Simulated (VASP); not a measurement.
# BaMgPF: relaxation of cell and atoms with PBE+D3(BJ)

The system is BaMgPF.

```
CELL_PARAMETERS angstrom
4.33386 0.00000 0.00000
0.00000 4.33386 0.00000
0.00000 0.00000 9.57329
ATOMIC_POSITIONS crystal
Ba 0.50000 0.00000 0.16055
Ba 0.00000 0.50000 0.83945
P 0.50000 0.00000 0.65313
P 0.00000 0.50000 0.34687
Mg 0.50000 0.50000 0.50000
Mg 0.00000 0.00000 0.50000
F 0.50000 0.50000 0.00000
F 0.00000 0.00000 0.00000
```

* Program: VASP 6.6.1
* Task: relaxation of cell and atoms
* Functional: PBE
* Dispersion: D3(BJ)
* Potentials or basis: VASP PAW PBE potentials, release 64 (Ba_sv, P, Mg, F)
* Cutoff: 600 eV
* k mesh: 6 × 6 × 4
* Occupations: gaussian, width 0.02 eV
* Spin: no spin polarisation
* Dipole correction: no
* Further INCAR settings: ALGO = Normal; EDIFF = 1e-06; IBRION = 2; EDIFFG = -0.005; NSW = 70; ISIF = 3

```
Relaxed volume                        : 21.87 Å³/atom
Relaxed cell                          : a = 4.296 Å, b = 4.296 Å, c = 9.481 Å, α = 90.00°, β = 90.00°, γ = 90.00°
Space group after relaxing (to 0.1 Å) : P4/nmm (No. 129)
Energy gained by relaxing             : 3.2 meV/atom
Ionic steps                           : 9
Pressure after relaxing               : 0.0 GPa
Largest force after relaxing          : 0.004 eV/Å
Band gap on the k mesh                : 1.78 eV
Dispersion energy per atom            : -0.260 eV
```

Forces in eV/Å, atoms in the order of the input:
```
Ba   0.000  0.000 -0.004
Ba   0.000  0.000  0.004
P    0.000  0.000 -0.003
P    0.000  0.000  0.003
Mg   0.000  0.000  0.000
Mg   0.000  0.000  0.000
F    0.000  0.000  0.000
F    0.000  0.000  0.000
```

The path:
```tsv
step	energy change (eV)	largest force (eV/Å)	pressure (GPa)	volume (Å³)
1	0.0000	0.1602	-1.29	179.81
2	-0.0202	0.2205	0.15	175.13
3	-0.0203	0.2183	0.11	175.28
4	-0.0241	0.1101	0.06	175.06
5	-0.0254	0.0067	0.02	174.85
6	-0.0254	0.0065	0.01	174.84
7	-0.0254	0.0076	0.01	174.84
8	-0.0254	0.0061	0.00	174.88
9	-0.0254	0.0039	-0.02	174.95
```

Final structure:
```
CELL_PARAMETERS angstrom
4.29555 0.00000 0.00000
0.00000 4.29555 0.00000
0.00000 0.00000 9.48143
ATOMIC_POSITIONS crystal
Ba 0.50000 0.00000 0.16380
Ba 0.00000 0.50000 0.83620
P 0.50000 0.00000 0.65310
P 0.00000 0.50000 0.34690
Mg 0.50000 0.50000 0.50000
Mg 0.00000 0.00000 0.50000
F 0.50000 0.50000 0.00000
F 0.00000 0.00000 0.00000
```

Levels at points of the mesh, in eV from the valence-band top:
| k point | band 22 | band 23 | band 24 | band 25 | band 26 | band 27 |
| --- | --- | --- | --- | --- | --- | --- |
| (0.00, 0.00, 0.00) | -0.41 | 0.00 | 0.00 | 1.78 | 2.21 | 2.94 |
| (0.50, 0.00, 0.00) | -0.52 | -0.51 | -0.51 | 3.12 | 3.12 | 3.47 |
| (0.50, 0.50, 0.00) | -1.46 | -1.41 | -1.41 | 2.51 | 2.51 | 4.21 |
| (0.00, 0.00, 0.50) | -0.70 | -0.01 | -0.01 | 2.01 | 2.56 | 2.73 |
| (0.50, 0.00, 0.50) | -0.50 | -0.50 | -0.50 | 3.29 | 3.29 | 3.52 |
| (0.50, 0.50, 0.50) | -1.49 | -1.38 | -1.38 | 2.67 | 2.67 | 4.31 |

Run time: 29 min on 1 thread of Oxide Virtual Turin-like Processor, on a shared host, peak memory 0.45 GiB.

Caveat: spin-orbit coupling is left out, which moves the levels of the heavy elements. A k mesh can miss the band edges.
